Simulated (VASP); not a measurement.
# AlN (P6_3mc) in VASP: vibrations by perturbation theory with PBE

Aim: the vibrations by perturbation theory of AlN with PBE.

Everything below comes from runs of VASP 6.6.1. Logs are shortened: lines on timing, memory, paths and dates and some standing lists are left out, and cuts for length are marked.

## 1. The cell of the first run

Symmetry: P6_3mc, No. 186, hexagonal system. The conventional cell has a = 3.130 Å, b = 3.130 Å, c = 5.017 Å, α = 90.00°, β = 90.00°, γ = 120.00°. Al (site symmetry 3m) has 4 N at 1.90 to 1.91 Å within 2.5 Å. N (site symmetry 3m) has 4 Al at 1.90 to 1.91 Å within 2.5 Å.

## 2. Vibrations by perturbation theory, PBE

INCAR

```
SYSTEM = AlN
ALGO = Normal
EDIFF = 1E-8
ENCUT = 520
GGA = PE
IBRION = 8
ISIF = 2
ISMEAR = 0
LASPH = .TRUE.
LCHARG = .FALSE.
LEPSILON = .TRUE.
LREAL = .FALSE.
LWAVE = .FALSE.
NELM = 60
NSW = 1
PREC = Accurate
SIGMA = 0.01
```

KPOINTS

```
k-points
0
G
  9 9 4
  0 0 0
```

POSCAR

```
AlN
1.0
    3.1297479677      0.0000000000      0.0000000000
   -1.5648739839      2.7104412475      0.0000000000
    0.0000000000      0.0000000000      5.0173952645
Al N
2 2
Direct
    0.6666666667      0.3333333333      0.4992360592
    0.3333333333      0.6666666667      0.9992360592
    0.6666666667      0.3333333333      0.8807639408
    0.3333333333      0.6666666667      0.3807639408
```

Potentials or basis: VASP PAW PBE potentials, release 64 (Al, N).

The run is started by

```
> cat potpaw_PBE.64/Al/POTCAR potpaw_PBE.64/N/POTCAR > POTCAR
> mpirun -np 1 vasp_std > vasp.out
```

OUTCAR:

```text
SYSTEM = AlN
   EDIFF = 1E-8
   ENCUT = 520
   GGA = PE
   IBRION = 8
   ISIF = 2
   ISMEAR = 0
   LASPH = .TRUE.
   LEPSILON = .TRUE.
   LREAL = .FALSE.
   NELM = 60
   NSW = 1
   PREC = Accurate

 ion  position               nearest neighbor table
   1  0.667  0.333  0.499-   4 1.90   4 1.90   4 1.90   3 1.91   2 3.09   2 3.09   2 3.09   2 3.09
                             2 3.09   2 3.09
   2  0.333  0.667  0.999-   3 1.90   3 1.90   3 1.90   4 1.91   1 3.09   1 3.09   1 3.09   1 3.09
                             1 3.09   1 3.09
   3  0.667  0.333  0.881-   2 1.90   2 1.90   2 1.90   1 1.91
   4  0.333  0.667  0.381-   1 1.90   1 1.90   1 1.90   2 1.91

  LATTYP: Found a hexagonal cell.
 ALAT       =     3.1297479677
 C/A-ratio  =     1.6031307684

  Lattice vectors:

 A1 = (   3.1297479677,   0.0000000000,   0.0000000000)
 A2 = (  -1.5648739839,   2.7104412475,   0.0000000000)
 A3 = (   0.0000000000,   0.0000000000,   5.0173952645)

Analysis of symmetry for initial positions (statically):
=====================================================================
 Subroutine PRICEL returns:
 Original cell was already a primitive cell.

 Routine SETGRP: Setting up the symmetry group for a
 hexagonal supercell.

 Subroutine GETGRP returns: Found 12 space group operations
 (whereof  6 operations were pure point group operations)
 out of a pool of 24 trial point group operations.

The static configuration has the point symmetry C_3v.
 The point group associated with its full space group is C_6v.

Analysis of symmetry for dynamics (positions and initial velocities):
=====================================================================
 Subroutine PRICEL returns:
 Original cell was already a primitive cell.

[... 639 lines left out ...]
 ---------------------------------------------------------------------------------
 ion    1
    1     2.51607    -0.00000     0.00000
    2    -0.00000     2.51607     0.00000
    3    -0.00000     0.00000     2.67556
 ion    2
    1     2.51607    -0.00000    -0.00000
    2    -0.00000     2.51607     0.00000
    3     0.00000     0.00000     2.67556
 ion    3
    1    -2.51607     0.00000    -0.00000
    2     0.00000    -2.51607     0.00000
    3     0.00000     0.00000    -2.67556
 ion    4
    1    -2.51607     0.00000     0.00000
    2     0.00000    -2.51607     0.00000
    3    -0.00000     0.00000    -2.67556

 INTERNAL STRAIN TENSOR FOR ION    4 for displacements in x,y,z  (eV/Angst):
          X           Y           Z          XY          YZ          ZX
  --------------------------------------------------------------------------------
  x     0.00000    -0.00000    -0.00000    -9.77741    -0.00000     4.78272
  y    -9.77741     9.77741     0.00000    -0.00000     4.89908    -0.00000
  z     5.04166     5.04166   -11.16040    -0.00000    -0.00000     0.00000

 SECOND DERIVATIVES (NOT SYMMETRIZED)
 ------------------------------------
               1X          1Y          1Z          2X          2Y          2Z          3X          3Y          3Z          4X          4Y          4Z
  1X   -14.930727    0.000000   -0.000000    0.643615   -0.000000   -0.000000    1.488607   -0.000000    0.000000   12.798506   -0.000000    0.000000
  1Y     0.000000  -14.930727    0.000000   -0.000000    0.643615    0.000000   -0.000000    1.488607    0.000000   -0.000000   12.798506    0.000000
  1Z     0.000000    0.000000  -20.235523    0.000000    0.000000    8.235962   -0.000000    0.000000    5.933861   -0.000000    0.000000    6.065699
  2X     0.643615   -0.000000    0.000000  -14.930727    0.000000    0.000000   12.798506   -0.000000   -0.000000    1.488607   -0.000000    0.000000
  2Y    -0.000000    0.643615   -0.000000    0.000000  -14.930727   -0.000000   -0.000000   12.798506    0.000000   -0.000000    1.488607   -0.000000
  2Z    -0.000000   -0.000000    8.235962    0.000000    0.000000  -20.235523    0.000000    0.000000    6.065699    0.000000    0.000000    5.933861
  3X     1.488497   -0.000000    0.000000   12.798217   -0.000000   -0.000000  -14.990181    0.000000    0.000000    0.703467   -0.000000    0.000000
  3Y    -0.000000    1.488497    0.000000   -0.000000   12.798217    0.000000    0.000000  -14.990181    0.000000   -0.000000    0.703467    0.000000
  3Z     0.000000    0.000000    5.895889    0.000000   -0.000000    6.097388    0.000000    0.000000  -18.889168   -0.000000   -0.000000    6.895890
  4X    12.798217   -0.000000    0.000000    1.488497   -0.000000    0.000000    0.703467   -0.000000    0.000000  -14.990181    0.000000    0.000000
  4Y    -0.000000   12.798217   -0.000000   -0.000000    1.488497    0.000000   -0.000000    0.703467    0.000000    0.000000  -14.990181    0.000000
  4Z    -0.000000    0.000000    6.097388    0.000000    0.000000    5.895889    0.000000    0.000000    6.895890    0.000000    0.000000  -18.889168

 Eigenvectors and eigenvalues of the dynamical matrix
 ----------------------------------------------------

   1 f  =   21.216135 THz   133.304910 2PiTHz  707.694099 cm-1    87.742846 meV
             X         Y         Z           dx          dy          dz
      1.564874  0.903480  2.504865    -0.000000    0.000000   -0.007709
     -0.000000  1.806961  5.013562    -0.000000    0.000000    0.007709
      1.564874  0.903480  4.419141     0.000000   -0.000000   -0.707065
     -0.000000  1.806961  1.910443     0.000000   -0.000000    0.707065
[... 71 lines left out ...]
  12 f/i=    0.002215 THz     0.013916 2PiTHz    0.073880 cm-1     0.009160 meV
             X         Y         Z           dx          dy          dz
      1.564874  0.903480  2.504865    -0.000000   -0.000000    0.573692
     -0.000000  1.806961  5.013562    -0.000000   -0.000000    0.573692
      1.564874  0.903480  4.419141    -0.000000   -0.000000    0.413374
     -0.000000  1.806961  1.910443    -0.000000   -0.000000    0.413374

--------------------------------------------------------------------------------------------------------

 MACROSCOPIC STATIC DIELECTRIC TENSOR IONIC CONTRIBUTION
 ------------------------------------------------------
           3.767699    -0.000000    -0.000000
          -0.000000     3.767699     0.000000
          -0.000000     0.000000     5.073954
 ------------------------------------------------------

 ELASTIC MODULI CONTR FROM IONIC RELAXATION (kBar)
 Direction    XX          YY          ZZ          XY          YZ          ZX
 --------------------------------------------------------------------------------
 XX        -623.3990    303.4897    354.0511      0.0000     -0.0000     -0.0000
 YY         303.4897   -623.3990    354.0511      0.0000      0.0000      0.0000
 ZZ         354.0511    354.0511   -783.6730     -0.0000      0.0000     -0.0000
 XY           0.0000      0.0000     -0.0000   -463.4444     -0.0000     -0.0000
 YZ           0.0000      0.0000      0.0000     -0.0000   -114.1230      0.0000
 ZX          -0.0000      0.0000     -0.0000     -0.0000      0.0000   -118.9099
 --------------------------------------------------------------------------------

 PIEZOELECTRIC TENSOR IONIC CONTR  for field in x, y, z        (C/m^2)
          XX          YY          ZZ          XY          YZ          ZX
  --------------------------------------------------------------------------------
  x    -0.00000     0.00000    -0.00000    -0.00000     0.00000    -0.62982
  y     0.00000     0.00000     0.00000    -0.00000    -0.61702     0.00000
  z    -0.84770    -0.84770     1.87635     0.00000    -0.00000     0.00000
```

OSZICAR:

```text
N       E                     dE             d eps       ncg     rms          rms(c)
DAV:   1     0.533127779320E+02    0.53313E+02   -0.75426E+03   864   0.118E+03
DAV:   2    -0.299397065695E+02   -0.83252E+02   -0.75035E+02  1264   0.221E+02
DAV:   3    -0.344172496054E+02   -0.44775E+01   -0.44502E+01  1140   0.565E+01
DAV:   4    -0.344578084752E+02   -0.40559E-01   -0.40544E-01   992   0.615E+00
[... 180 lines left out ...]
RMM:  10    -0.253532629093E+00   -0.16712E-06   -0.26635E-09  1909   0.701E-05    0.134E-05
RMM:  11    -0.253532736518E+00   -0.10743E-06   -0.34773E-08  1890   0.300E-05    0.605E-06
RMM:  12    -0.253532718054E+00    0.18465E-07    0.43970E-08  1839   0.158E-05    0.117E-06
RMM:  13    -0.253532719844E+00   -0.17909E-08    0.86258E-09  1707   0.338E-06    0.647E-07
 Linear response finished
```

It took 2.8 min on 1 thread of Intel Xeon 6975P-C (Granite Rapids), shared host; peak memory 0.34 GiB.

What came out:

* Electronic dielectric tensor (diagonal): 4.47, 4.47, 4.70
* Born charges (mean of the diagonal): Al +2.57; N -2.57 e
* Highest phonon frequency at Γ, LO-TO splitting left out: 708 cm⁻¹

Phonon frequencies in cm⁻¹ (negative: imaginary):
| q point | frequencies |
| --- | --- |
| (0.000, 0.000, 0.000) | 0 0 0 237 237 536 595 637 637 649 649 708 |

Electronic dielectric tensor:
```
4.47 0.00 0.00
0.00 4.47 0.00
0.00 0.00 4.70
```

Born effective charge tensors (e):
atom 1, Al
```
2.52 0.00 0.00
0.00 2.52 0.00
0.00 0.00 2.68
```
atom 2, Al
```
2.52 0.00 0.00
0.00 2.52 0.00
0.00 0.00 2.68
```
atom 3, N
```
-2.52  0.00  0.00
 0.00 -2.52  0.00
 0.00  0.00 -2.68
```
atom 4, N
```
-2.52  0.00  0.00
 0.00 -2.52  0.00
 0.00  0.00 -2.68
```
